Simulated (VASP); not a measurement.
# AgO3 (Pm-3m) in VASP: single point with PBE

Aim: the single point of AgO3 with PBE.

Everything below comes from runs of VASP 6.6.1. Logs are shortened: lines on timing, memory, paths and dates and some standing lists are left out, and cuts for length are marked.

### Step 1. The cell of the first run

It takes space group Pm-3m (No. 221, cubic). The conventional cell has a = 3.545 Å, b = 3.545 Å, c = 3.545 Å, α = 90.00°, β = 90.00°, γ = 90.00°. Ag (site symmetry m-3m) has 12 O at 2.51 Å within 3.3 Å. O (site symmetry 4/mmm) has 4 Ag at 2.51 Å and 8 O at 2.51 Å within 3.3 Å.

The cell was built from a structure type or drawn by symmetry, and may not be a known phase.

### Step 2. Single point, PBE, collinear spin, ferromagnetic start

Contents of INCAR:

```
SYSTEM = AgO3
PREC = Accurate ; ENCUT = 520
EDIFF = 1E-7 ; ISMEAR = 0
SIGMA = 0.1 ; LREAL = .False.
LASPH = .True. ; NELM = 150
ALGO = Normal ; ISIF = 2
LWAVE = .False. ; LCHARG = .True.
ISPIN = 2 ; MAGMOM = 0.57 1.65 1.65 1.65
LORBIT = 11 ; LMAXMIX = 4
GGA = PE ; LELF = .True.
LVHAR = .True. ; NBANDS = 26
```

Contents of KPOINTS:

```
Automatic mesh
0
Gamma
  14 14 14
  0 0 0
```

Contents of POSCAR:

```
AgO3
1.0
    3.5447394183      0.0000000000      0.0000000000
    0.0000000000      3.5447394183      0.0000000000
    0.0000000000      0.0000000000      3.5447394183
Ag O
1 3
Direct
    0.0000000000      0.0000000000      0.0000000000
    0.0000000000      0.5000000000      0.5000000000
    0.5000000000      0.0000000000      0.5000000000
    0.5000000000      0.5000000000      0.0000000000
```

Potentials or basis: VASP PAW PBE potentials, release 64 (Ag, O).

Launch:

```sh
cat potpaw_PBE.64/Ag/POTCAR potpaw_PBE.64/O/POTCAR > POTCAR
mpirun -np 1 vasp_std > vasp.out
```

OUTCAR:

```text
SYSTEM = AgO3
   PREC = Accurate
   ENCUT = 520
   EDIFF = 1E-7
   ISMEAR = 0
   LREAL = .False.
   LASPH = .True.
   NELM = 150
   ISIF = 2
   ISPIN = 2
   LORBIT = 11
   GGA = PE

 ion  position               nearest neighbor table
   1  0.000  0.000  0.000-   2 2.51   3 2.51   4 2.51   2 2.51   3 2.51   2 2.51   4 2.51   2 2.51
                             3 2.51   4 2.51   3 2.51   4 2.51
   2  0.000  0.500  0.500-   1 2.51   1 2.51   1 2.51   1 2.51
   3  0.500  0.000  0.500-   1 2.51   1 2.51   1 2.51   1 2.51
   4  0.500  0.500  0.000-   1 2.51   1 2.51   1 2.51   1 2.51

  LATTYP: Found a simple cubic cell.
 ALAT       =     3.5447394183

  Lattice vectors:

 A1 = (   3.5447394183,   0.0000000000,   0.0000000000)
 A2 = (   0.0000000000,   3.5447394183,   0.0000000000)
 A3 = (   0.0000000000,   0.0000000000,   3.5447394183)

Analysis of symmetry for initial positions (statically):
=====================================================================
 Subroutine PRICEL returns:
 Original cell was already a primitive cell.

 Routine SETGRP: Setting up the symmetry group for a
 simple cubic supercell.

 Subroutine GETGRP returns: Found 48 space group operations
 (whereof 48 operations were pure point group operations)
 out of a pool of 48 trial point group operations.

The static configuration has the point symmetry O_h .

Analysis of symmetry for dynamics (positions and initial velocities):
=====================================================================
 Subroutine PRICEL returns:
 Original cell was already a primitive cell.

 Routine SETGRP: Setting up the symmetry group for a
 simple cubic supercell.

 Subroutine GETGRP returns: Found 48 space group operations
 (whereof 48 operations were pure point group operations)
 out of a pool of 48 trial point group operations.

The dynamic configuration has the point symmetry O_h .

Analysis of structural, dynamic, and magnetic symmetry:
=====================================================================
 Subroutine PRICEL returns:
 Original cell was already a primitive cell.

 Routine SETGRP: Setting up the symmetry group for a
 simple cubic supercell.

 Subroutine GETGRP returns: Found 48 space group operations
 (whereof 48 operations were pure point group operations)
 out of a pool of 48 trial point group operations.

The overall configuration has the point symmetry O_h .

 Subroutine INISYM returns: Found 48 space group operations
 (whereof 48 operations are pure point group operations),
 and found     1 'primitive' translations

----------------------------------------------------------------------------------------

                                     Primitive cell

  volume of cell :      44.5403

  direct lattice vectors                    reciprocal lattice vectors
     3.544739418  0.000000000  0.000000000     0.282108184  0.000000000  0.000000000
     0.000000000  3.544739418  0.000000000     0.000000000  0.282108184  0.000000000
     0.000000000  0.000000000  3.544739418     0.000000000  0.000000000  0.282108184

  length of vectors
     3.544739418  3.544739418  3.544739418     0.282108184  0.282108184  0.282108184

  position of ions in fractional coordinates (direct lattice)
     0.000000000  0.000000000  0.000000000
     0.000000000  0.500000000  0.500000000
     0.500000000  0.000000000  0.500000000
     0.500000000  0.500000000  0.000000000

  ion indices of the primitive-cell ions
   primitive index   ion index
                 1           1
                 2           2
                 3           3
                 4           4

----------------------------------------------------------------------------------------

 KPOINTS: Automatic mesh

Automatic generation of k-mesh.
 Grid dimensions read from file:
 generate k-points for:   14   14   14

 Generating k-lattice:

  Cartesian coordinates                     Fractional coordinates (reciprocal lattice)
     0.020150585  0.000000000  0.000000000     0.071428571  0.000000000  0.000000000
     0.000000000  0.020150585  0.000000000     0.000000000  0.071428571  0.000000000
     0.000000000  0.000000000  0.020150585     0.000000000  0.000000000  0.071428571

  Length of vectors
     0.020150585  0.020150585  0.020150585

  Shift w.r.t. Gamma in fractional coordinates (k-lattice)
     0.000000000  0.000000000  0.000000000

 Subroutine IBZKPT returns following result:
 ===========================================

 Found    120 irreducible k-points:

 Following reciprocal coordinates:
            Coordinates               Weight
  0.000000  0.000000  0.000000      1.000000
  0.071429  0.000000  0.000000      6.000000
  0.142857  0.000000  0.000000      6.000000
  0.214286  0.000000  0.000000      6.000000
  0.285714  0.000000  0.000000      6.000000
  0.357143  0.000000  0.000000      6.000000
[... 16 lines left out ...]
  0.285714  0.214286  0.000000     24.000000
  0.357143  0.214286  0.000000     24.000000
 [... further k-points ...]
   k-points           NKPTS =    120   k-points in BZ     NKDIM =    120   number of bands    NBANDS=     26
   number of dos      NEDOS =    301   number of ions     NIONS =      4
   total plane-waves  NPLWV =  21952
   dimension x,y,z NGX =    28 NGY =   28 NGZ =   28
   dimension x,y,z NGXF=    56 NGYF=   56 NGZF=   56
   ions per type =               1   3
   NGX,Y,Z   is equivalent  to a cutoff of  13.13, 13.13, 13.13 a.u.
   NGXF,Y,Z  is equivalent  to a cutoff of  26.26, 26.26, 26.26 a.u.
 SYSTEM =  AgO3
   PREC   = accura    normal or accurate (medium, high low for compatibility)
   ISTART =      0    job   : 0-new  1-cont  2-samecut
   ICHARG =      2    charge: 1-file 2-atom 10-const
   ISPIN  =      2    spin polarized calculation?
   LNONCOLLINEAR =      F non collinear calculations
   LSORBIT =      F    spin-orbit coupling
   LASPH  =      T    aspherical Exc in radial PAW
   ENCUT  =  520.0 eV  38.22 Ry    6.18 a.u.   6.59  6.59  6.59*2*pi/ulx,y,z
   NELM   =    150;   NELMIN=  2; NELMDL= -5     # of ELM steps
   EDIFF  = 0.1E-06   stopping-criterion for ELM
   LREAL  =      F    real-space projection
   EDIFFG = 0.1E-05   stopping-criterion for IOM
   NSW    =      0    number of steps for IOM
   IBRION =     -1    ionic relax: 0-MD 1-quasi-New 2-CG
   NFREE  =      0    steps in history (QN), initial steepest desc. (CG)
   ISIF   =      2    stress and relaxation
   ISYM   =      2    0-nonsym 1-usesym 2-fastsym
   POTIM  = 0.5000    time-step for ionic-motion
   TEBEG  =    0.0;   TEEND  =   0.0 temperature during run
   PSTRESS=    0.0 pullay stress
   NELECT =      29.0000    total number of electrons
   NUPDOWN=      -1.0000    fix difference up-down
   EMIN   =  10.00;   EMAX   =-10.00  energy-range for DOS
   EFERMI =   0.00;   METHOD = LEGACY
   ISMEAR =     0;   SIGMA  =   0.10  broadening in eV -4-tet -1-fermi 0-gaus
   EFERMI_NEDOS =   21; number of points for ismear=-14 and -15
   IALGO  =     38    algorithm
   IMIX   =      4    mixing-type and parameters
     AMIX     =   0.40;   BMIX     =  1.00
     AMIX_MAG =   1.60;   BMIX_MAG =  1.00
  volume/ion in A,a.u.               =      11.14        75.14
  Fermi-wavevector in a.u.,A,eV,Ry     =   1.418915  2.681361 27.392896  2.013321
  Thomas-Fermi vector in A             =   2.539991
   LORBIT       =     11    0 simple, 1 ext, 2 COOP (PROOUT), +10 PAW based schemes
   GGA     = PE    functional components
   LHFCALC =     F    Hartree Fock is set to
   AEXX    =    0.0000 exact exchange contribution
   IVDW    =     0    specifies the selected vdW correction
   LEPSILON=     F    determine dielectric tensor
   LRPA    =     F    only Hartree local field effects (RPA)
 spin polarized calculation
 Gauss-broadening in eV      SIGMA  =   0.10
  energy-cutoff  :      520.00
  volume of cell :       44.54
 maximum number of plane-waves:      1222
 NGX is ok and might be reduce to    28
   NGX = 13   NGY = 13   NGZ = 13

 number of electron      29.0000009 magnetization       0.9789911

 Free energy of the ion-electron system (eV)
  ---------------------------------------------------
  ext. energy  EPLUGINS =         0.00000000
  ---------------------------------------------------
  free energy    TOTEN  =       -11.93476192 eV

  energy without entropy =      -11.91674826  energy(sigma->0) =      -11.92575509

 E-fermi :   2.9245     XC(G=0): -11.5021

 val. band max:        2.9191789548   @ k =   0.3571   0.3571   0.0714
 cond. band min:       2.9254082282   @ k =   0.3571   0.2857   0.0000
 fundamental gap:      0.0062292734
 Fermi energy:         2.9244595564

 spin component 1

 k-point     1 :       0.0000    0.0000    0.0000
  band No.  band energies     occupation
      1     -15.5458      1.00000
      2     -12.9365      1.00000
      3     -12.9365      1.00000
      4      -0.8796      1.00000
      5      -0.8796      1.00000
      6      -0.8796      1.00000
[... 18 lines left out ...]
     25      23.4527      0.00000
     26      23.4527      0.00000

 k-point     2 :       0.0714    0.0000    0.0000
  band No.  band energies     occupation
      1     -15.5184      1.00000
      2     -12.9696      1.00000
      3     -12.9315      1.00000
      4      -0.9305      1.00000
      5      -0.9305      1.00000
      6      -0.8823      1.00000
[... 18 lines left out ...]
     25      23.4576      0.00000
[... 608 lines left out ...]
     25      23.8541      0.00000
     26      24.7825      0.00000

 k-point    24 :       0.3571    0.2143    0.0000
  band No.  band energies     occupation
      1     -14.7430      1.00000
      2     -13.6009      1.00000
      3     -13.0663      1.00000
      4      -1.8703      1.00000
      5      -1.4535      1.00000
      6      -1.4175      1.00000
[... 18 lines left out ...]
     25      23.7338      0.00000
     26      25.1850      0.00000

 [... further k-points ...]

 spin component 2

 k-point     1 :       0.0000    0.0000    0.0000
  band No.  band energies     occupation
      1     -15.3009      1.00000
      2     -12.6073      1.00000
      3     -12.6073      1.00000
      4      -0.6953      1.00000
      5      -0.6952      1.00000
      6      -0.6952      1.00000
[... 18 lines left out ...]
     25      23.4413      0.00000
     26      23.4413      0.00000

 k-point     2 :       0.0714    0.0000    0.0000
  band No.  band energies     occupation
      1     -15.2730      1.00000
      2     -12.6418      1.00000
      3     -12.6023      1.00000
      4      -0.7299      1.00000
      5      -0.7299      1.00000
      6      -0.6840      1.00000
[... 18 lines left out ...]
     25      23.4432      0.00000
[... 608 lines left out ...]
     25      23.6371      0.00000
     26      24.8511      0.00000

 k-point    24 :       0.3571    0.2143    0.0000
  band No.  band energies     occupation
      1     -14.4811      1.00000
      2     -13.2953      1.00000
      3     -12.7448      1.00000
      4      -1.3928      1.00000
      5      -1.1113      1.00000
      6      -1.0383      1.00000
[... 18 lines left out ...]
     25      23.5113      0.00000
     26      25.1491      0.00000

 [... further k-points ...]

------------------------ aborting loop because EDIFF is reached ----------------------------------------

  FORCE on cell =-STRESS in cart. coord.  units (eV):
  Direction    XX          YY          ZZ          XY          YZ          ZX
  --------------------------------------------------------------------------------------
  -------------------------------------------------------------------------------------
  Total       -1.3826718     -1.3826718     -1.3826718      0.0000000      0.0000000     -0.0000000
  in kB      -49.7366730    -49.7366730    -49.7366730      0.0000000      0.0000000     -0.0000000
  external PRESSURE =     -49.7366730 kB  Pullay stress =       0.0000000 kB

 VOLUME and BASIS-vectors are now :
 -----------------------------------------------------------------------------
  energy-cutoff  :      520.00
  volume of cell :       44.54
      direct lattice vectors                 reciprocal lattice vectors
     3.544739418  0.000000000  0.000000000     0.282108184  0.000000000  0.000000000
     0.000000000  3.544739418  0.000000000     0.000000000  0.282108184  0.000000000
     0.000000000  0.000000000  3.544739418     0.000000000  0.000000000  0.282108184

 POSITION                                       TOTAL-FORCE (eV/Angst)
 -----------------------------------------------------------------------------------
      0.00000      0.00000      0.00000         0.000000      0.000000      0.000000
      0.00000      1.77237      1.77237         0.000000      0.000000      0.000000
      1.77237      0.00000      1.77237         0.000000      0.000000      0.000000
      1.77237      1.77237      0.00000         0.000000      0.000000      0.000000
 -----------------------------------------------------------------------------------
    total drift:                                0.000000      0.000000      0.000000

  FREE ENERGIE OF THE ION-ELECTRON SYSTEM (eV)
  ---------------------------------------------------
  free  energy   TOTEN  =       -11.9347619182 eV

  energy  without entropy=      -11.9167482557  energy(sigma->0) =      -11.92575509

 total charge

# of ion       s       p       d       tot
------------------------------------------
    1        0.218   0.203   9.061   9.482
    2        1.629   3.034   0.000   4.663
    3        1.629   3.034   0.000   4.663
    4        1.629   3.034   0.000   4.663
--------------------------------------------------
tot          5.106   9.304   9.061  23.471

 magnetization (x)

# of ion       s       p       d       tot
------------------------------------------
    1       -0.016  -0.007   0.485   0.461
    2        0.001   0.157   0.000   0.158
    3        0.001   0.157   0.000   0.158
    4        0.001   0.157   0.000   0.158
--------------------------------------------------
tot         -0.013   0.464   0.485   0.936
```

Run time: 9.4 min. Hardware: 1 thread of Intel Xeon Platinum 8375C at 2.90GHz (Ice Lake), shared host; peak memory 0.32 GiB.

Results:

* Free energy: -11.9348 eV
* Pressure: -5.0 GPa
* Band gap on the k mesh: zero (filled and empty bands overlap)
* Net moment: 0.98 μB per cell
* Site moments: Ag +0.46; O +0.16 μB
* Valence electrons inside the program's atomic spheres: Ag 9.48; O 4.66

Caveat: the cell stands under tension.
